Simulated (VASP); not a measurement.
# LiSi16 (a cell with a defect) in VASP: single point with PBEsol

Aim: the single point of LiSi16 (a cell with a defect) with PBEsol.

All numbers are computed with VASP 6.6.1; they aren't measurements. Logs are shortened: lines on timing, memory, paths and dates and some standing lists are left out, and cuts for length are marked.

## (1) The cell of the first run

The cell holds a defect, 17 atoms: a = 7.679 Å, b = 7.679 Å, c = 7.679 Å, α = 60.00°, β = 60.00°, γ = 60.00°.

## (2) Single point, PBEsol, collinear spin

INCAR

```
SYSTEM = LiSi16
ALGO = Normal
EDIFF = 1E-6
ENCUT = 520
GGA = PS
ISIF = 2
ISMEAR = -1
ISPIN = 2
LASPH = .True.
LCHARG = .True.
LELF = .True.
LORBIT = 11
LREAL = Auto
LVHAR = .True.
LWAVE = .False.
MAGMOM = 0 0 0 0 0 0 0 0 0 0 0 0 0 0 0 0 1
NBANDS = 52
NELM = 150
PREC = Accurate
SIGMA = 0.05
```

KPOINTS

```
k-points
0
Gamma
  2 2 2
  0 0 0
```

POSCAR

```
LiSi16
1.0
    0.0000000000      5.4300000000      5.4300000000
    5.4300000000      0.0000000000      5.4300000000
    5.4300000000      5.4300000000      0.0000000000
Si Li
16 1
Direct
    0.0009313274      0.0011825311      0.0013130124
    0.1250400378      0.1249943624      0.1249409242
    0.0010423630      0.0013019453      0.4964949137
    0.1228259880      0.1234964188      0.6269131480
    0.0009853112      0.4965460096      0.0013684408
    0.1226858298      0.6267298364      0.1239387759
   -0.0098747049      0.5032716524      0.5034018354
    0.1229035547      0.6269404834      0.6270016367
    0.4965864346      0.0011400392      0.0012710817
    0.6264110067      0.1232552782      0.1238485658
    0.5025889801     -0.0081342994      0.5029064034
    0.6266239490      0.1234729957      0.6268519520
    0.5021743696      0.5023491746     -0.0067568774
    0.6265061876      0.6266659081      0.1239191387
    0.5029361488      0.5030590456      0.5032050833
    0.6237544041      0.6253144248      0.6265777413
    0.3720776124      0.3758833939      0.3783567242
```

Potentials or basis: VASP PAW PBE potentials, release 64 (Si, Li_sv).

Command:

```console
> cat potpaw_PBE.64/Si/POTCAR potpaw_PBE.64/Li_sv/POTCAR > POTCAR
> mpirun -np 1 vasp_std > vasp.out
```

OUTCAR:

```text
SYSTEM = LiSi16
   EDIFF = 1E-6
   ENCUT = 520
   GGA = PS
   ISIF = 2
   ISMEAR = -1
   ISPIN = 2
   LASPH = .True.
   LORBIT = 11
   LREAL = Auto
   NELM = 150
   PREC = Accurate

 ion  position               nearest neighbor table
   1  0.001  0.001  0.001-   2 2.33   4 2.35   6 2.35  10 2.35
   2  0.125  0.125  0.125-   9 2.33   1 2.33   5 2.33   3 2.33
   3  0.001  0.001  0.496-   2 2.33   8 2.35   4 2.35  12 2.35
   4  0.123  0.123  0.627-   1 2.35   3 2.35  11 2.38   7 2.38  17 2.72
   5  0.001  0.497  0.001-   2 2.33   8 2.35   6 2.35  14 2.35
   6  0.123  0.627  0.124-   1 2.35   5 2.35  13 2.38   7 2.38  17 2.74
   7  0.990  0.503  0.503-  16 2.30   6 2.38   4 2.38   8 2.38  17 2.39
   8  0.123  0.627  0.627-   3 2.35   5 2.35  15 2.38   7 2.38  17 2.71
   9  0.497  0.001  0.001-   2 2.33  12 2.35  14 2.35  10 2.35
  10  0.626  0.123  0.124-   9 2.35   1 2.35  11 2.38  13 2.38  17 2.75
  11  0.503  0.992  0.503-  16 2.30  10 2.38  12 2.38   4 2.38  17 2.41
  12  0.627  0.123  0.627-   9 2.35   3 2.35  11 2.38  15 2.38  17 2.73
  13  0.502  0.502  0.993-  16 2.30  10 2.38  14 2.38   6 2.38  17 2.41
  14  0.627  0.627  0.124-   9 2.35   5 2.35  15 2.38  13 2.38  17 2.74
  15  0.503  0.503  0.503-  16 2.30  14 2.38  12 2.38   8 2.38  17 2.40
  16  0.624  0.625  0.627-   7 2.30  15 2.30  11 2.30  13 2.30
  17  0.372  0.376  0.378-   7 2.39  15 2.40  11 2.41  13 2.41   8 2.71   4 2.72  12 2.73   6 2.74
                            14 2.74  10 2.75

  LATTYP: Found a face centered cubic cell.
 ALAT       =    10.8600000000

  Lattice vectors:

 A1 = (   0.0000000000,   5.4300000000,   5.4300000000)
 A2 = (   5.4300000000,   0.0000000000,   5.4300000000)
 A3 = (   5.4300000000,   5.4300000000,   0.0000000000)

Analysis of symmetry for initial positions (statically):
=====================================================================
 Subroutine PRICEL returns:
 Original cell was already a primitive cell.

 Routine SETGRP: Setting up the symmetry group for a
 face centered cubic supercell.

 Subroutine GETGRP returns: Found  1 space group operations
 (whereof  1 operations were pure point group operations)
 out of a pool of 48 trial point group operations.

The static configuration has the point symmetry C_1 .

Analysis of symmetry for dynamics (positions and initial velocities):
=====================================================================
 Subroutine PRICEL returns:
 Original cell was already a primitive cell.

 Routine SETGRP: Setting up the symmetry group for a
 face centered cubic supercell.

 Subroutine GETGRP returns: Found  1 space group operations
 (whereof  1 operations were pure point group operations)
[... 174 lines left out ...]
  ---------------------------------------------------
  free energy    TOTEN  =       -92.28446812 eV

  energy without entropy =      -92.25221180  energy(sigma->0) =      -92.26833996

 E-fermi :   6.5386     XC(G=0):  -9.6637

 val. band max:        6.5018739082   @ k =   0.0000   0.0000   0.0000
 cond. band min:       6.7082005430   @ k =   0.0000   0.0000   0.0000
 fundamental gap:      0.2063266348
 Fermi energy:         6.5385653801

 spin component 1

 k-point     1 :       0.0000    0.0000    0.0000
  band No.  band energies     occupation
      1     -39.8421      1.00000
      2      -6.0460      1.00000
      3      -3.7999      1.00000
      4      -3.7011      1.00000
      5      -3.7004      1.00000
      6      -3.7001      1.00000
[... 373 lines left out ...]
     44      10.1211      0.00000
     45      10.2165      0.00000
 Fermi energy:         6.5385653801

 spin component 2

 k-point     1 :       0.0000    0.0000    0.0000
  band No.  band energies     occupation
      1     -39.8420      1.00000
      2      -6.0460      1.00000
      3      -3.7998      1.00000
      4      -3.7011      1.00000
      5      -3.7005      1.00000
      6      -3.7001      1.00000
[... 373 lines left out ...]
     44      10.1211      0.00000
     45      10.2165      0.00000
 [bands above 45 left out]

------------------------ aborting loop because EDIFF is reached ----------------------------------------

  FORCE on cell =-STRESS in cart. coord.  units (eV):
  Direction    XX          YY          ZZ          XY          YZ          ZX
  --------------------------------------------------------------------------------------
  -------------------------------------------------------------------------------------
  Total        3.7366387      3.7308564      3.7331346     -0.0000100      0.0035021     -0.0087863
  in kB       18.6965813     18.6676494     18.6790485     -0.0000502      0.0175231     -0.0439630
  external PRESSURE =      18.6810931 kB  Pullay stress =       0.0000000 kB

 VOLUME and BASIS-vectors are now :
 -----------------------------------------------------------------------------
  energy-cutoff  :      520.00
  volume of cell :      320.21
      direct lattice vectors                 reciprocal lattice vectors
     0.000000000  5.430000000  5.430000000    -0.092081031  0.092081031  0.092081031
     5.430000000  0.000000000  5.430000000     0.092081031 -0.092081031  0.092081031
     5.430000000  5.430000000  0.000000000     0.092081031  0.092081031 -0.092081031

 POSITION                                       TOTAL-FORCE (eV/Angst)
 -----------------------------------------------------------------------------------
      0.01355      0.01219      0.01148        -0.013538     -0.014852     -0.017311
      1.35715      1.35740      1.35769         0.000880     -0.000110     -0.000438
      2.70304      2.70163      0.01273         0.016326      0.015852     -0.015614
      4.07472      4.07108      1.33753         0.003501     -0.002614      0.013473
      2.70368      0.01278      2.70160         0.017904     -0.014478      0.014685
      4.07613      1.33917      4.06933         0.003734      0.007539     -0.003607
[... 9 lines left out ...]
      6.79777      6.78930      6.78244        -0.000759     -0.001392      0.000174
      4.09552      4.07486      4.06143        -0.038742     -0.000410      0.018963
 -----------------------------------------------------------------------------------
    total drift:                                0.000226      0.000172      0.001103

  FREE ENERGIE OF THE ION-ELECTRON SYSTEM (eV)
  ---------------------------------------------------
  free  energy   TOTEN  =       -92.2844681246 eV

  energy  without entropy=      -92.2522117958  energy(sigma->0) =      -92.26833996

 total charge

# of ion       s       p       d       tot
------------------------------------------
    1        0.742   0.952   0.000   1.694
    2        0.736   0.967   0.000   1.702
    3        0.742   0.952   0.000   1.695
    4        0.739   0.945   0.000   1.684
    5        0.742   0.952   0.000   1.695
    6        0.739   0.945   0.000   1.684
[... 9 lines left out ...]
   16        0.735   0.977   0.000   1.712
   17        2.028   0.100   0.000   2.128
--------------------------------------------------
tot         13.883  15.370   0.000  29.252

 magnetization (x)

# of ion       s       p       d       tot
------------------------------------------
    1       -0.000   0.000   0.000   0.000
    2        0.000   0.000   0.000   0.000
    3        0.000   0.000   0.000   0.000
    4        0.000  -0.000   0.000  -0.000
    5       -0.000   0.000   0.000   0.000
    6        0.000  -0.000   0.000  -0.000
[... 9 lines left out ...]
   16        0.000   0.000   0.000   0.000
   17        0.000  -0.000   0.000  -0.000
--------------------------------------------------
tot          0.000   0.000   0.000   0.000
```

OSZICAR:

```text
N       E                     dE             d eps       ncg     rms          rms(c)
DAV:   1     0.174512601818E+03    0.17451E+03   -0.25479E+04  1664   0.109E+03
DAV:   2    -0.745707939343E+02   -0.24908E+03   -0.23201E+03  2004   0.181E+02
DAV:   3    -0.925879192613E+02   -0.18017E+02   -0.17704E+02  2356   0.411E+01
DAV:   4    -0.936081136747E+02   -0.10202E+01   -0.10047E+01  2616   0.861E+00
DAV:   5    -0.936414220182E+02   -0.33308E-01   -0.33249E-01  2308   0.127E+00    0.171E+01
DAV:   6    -0.926432766565E+02    0.99815E+00   -0.15734E+00  2192   0.391E+00    0.965E+00
DAV:   7    -0.923154189248E+02    0.32786E+00   -0.82965E-01  2072   0.284E+00    0.551E+00
DAV:   8    -0.922700930986E+02    0.45326E-01   -0.34483E-01  2036   0.191E+00    0.846E-01
DAV:   9    -0.922817321996E+02   -0.11639E-01   -0.39582E-02  2128   0.740E-01    0.403E-01
DAV:  10    -0.922838905095E+02   -0.21583E-02   -0.32903E-03  2156   0.231E-01    0.214E-01
DAV:  11    -0.922842660156E+02   -0.37551E-03   -0.10807E-03  1944   0.130E-01    0.856E-02
DAV:  12    -0.922844405662E+02   -0.17455E-03   -0.26028E-04  2100   0.716E-02    0.459E-02
DAV:  13    -0.922844621303E+02   -0.21564E-04   -0.32641E-05  2152   0.223E-02    0.178E-02
DAV:  14    -0.922844672182E+02   -0.50880E-05   -0.10203E-05  1976   0.128E-02    0.517E-03
DAV:  15    -0.922844681246E+02   -0.90638E-06   -0.16092E-06  1648   0.538E-03
   1 F= -.92284468E+02 E0= -.92268340E+02  d E =-.322563E-01  mag=     0.0000
```

Run time: 11 min. Hardware: 1 thread of Intel Xeon Platinum 8488C (Sapphire Rapids), shared host; peak memory 0.7 GiB.

Results:

```
Free energy                                           : -92.2845 eV
Largest force                                         : 0.043 eV/Å
Net moment                                            : 0.00 μB per cell
Valence electrons inside the program's atomic spheres : Si 1.69, 1.70, 1.68, 1.71 (each value once); Li 2.13
```

Forces on the atoms (eV/Å):
```
Si  -0.014 -0.015 -0.017
Si   0.001  0.000  0.000
Si   0.016  0.016 -0.016
Si   0.004 -0.003  0.013
Si   0.018 -0.014  0.015
Si   0.004  0.008 -0.004
Si  -0.002  0.023  0.011
Si  -0.019 -0.001 -0.002
Si  -0.013  0.017  0.014
Si   0.000  0.000  0.000
Si   0.024 -0.005 -0.001
Si   0.002 -0.011  0.001
Si   0.013 -0.001 -0.005
Si   0.002  0.002 -0.005
Si   0.003 -0.013 -0.023
Si  -0.001 -0.001  0.000
Li  -0.039  0.000  0.019
```

Levels at points of the mesh, in eV from the Fermi level:
Spin up:
```csv
k point,band 29,band 30,band 31,band 32,band 33,band 34,band 35,band 36,band 37,band 38
"(0.00, 0.00, 0.00)",-1.71,-1.70,-0.58,-0.58,-0.58,-0.10,-0.10,-0.09,-0.04,-0.04
"(0.50, 0.00, 0.00)",-2.71,-1.40,-1.40,-1.32,-1.32,0.50,0.68,0.69,0.86,0.86
"(0.00, 0.50, 0.00)",-2.71,-1.40,-1.39,-1.32,-1.32,0.51,0.68,0.68,0.86,0.86
"(0.00, 0.00, 0.50)",-2.70,-1.39,-1.39,-1.32,-1.32,0.52,0.68,0.68,0.87,0.87
"(0.50, 0.50, 0.50)",-2.71,-1.40,-1.40,-1.32,-1.32,0.50,0.68,0.69,0.86,0.86
"(0.50, 0.50, 0.00)",-2.51,-1.97,-1.97,-1.88,-1.86,0.37,0.43,1.50,1.64,1.64
"(0.00, 0.50, 0.50)",-2.51,-1.97,-1.97,-1.88,-1.86,0.37,0.43,1.50,1.64,1.64
"(0.50, 0.00, 0.50)",-2.51,-1.97,-1.97,-1.88,-1.86,0.37,0.43,1.50,1.64,1.64
```
Spin down:
```csv
k point,band 29,band 30,band 31,band 32,band 33,band 34,band 35,band 36,band 37,band 38
"(0.00, 0.00, 0.00)",-1.71,-1.70,-0.58,-0.58,-0.58,-0.10,-0.10,-0.09,-0.04,-0.04
"(0.50, 0.00, 0.00)",-2.71,-1.40,-1.40,-1.32,-1.32,0.50,0.68,0.69,0.86,0.86
"(0.00, 0.50, 0.00)",-2.71,-1.40,-1.39,-1.32,-1.32,0.51,0.68,0.68,0.86,0.86
"(0.00, 0.00, 0.50)",-2.70,-1.39,-1.39,-1.32,-1.32,0.52,0.68,0.68,0.87,0.87
"(0.50, 0.50, 0.50)",-2.71,-1.40,-1.40,-1.32,-1.32,0.50,0.68,0.69,0.86,0.86
"(0.50, 0.50, 0.00)",-2.51,-1.97,-1.97,-1.88,-1.86,0.37,0.43,1.50,1.64,1.64
"(0.00, 0.50, 0.50)",-2.51,-1.97,-1.97,-1.88,-1.86,0.37,0.43,1.50,1.64,1.64
"(0.50, 0.00, 0.50)",-2.51,-1.97,-1.97,-1.88,-1.86,0.37,0.43,1.50,1.64,1.64
```

Caveat: the k points lie up to 0.50 Å⁻¹ apart; the cutoff is under 1.25 times the usual one of these potentials, so pressure, stress and relaxed cells hold a basis-set (Pulay) error; the PAW data sets were made with another functional, which shifts forces and pressure a little.
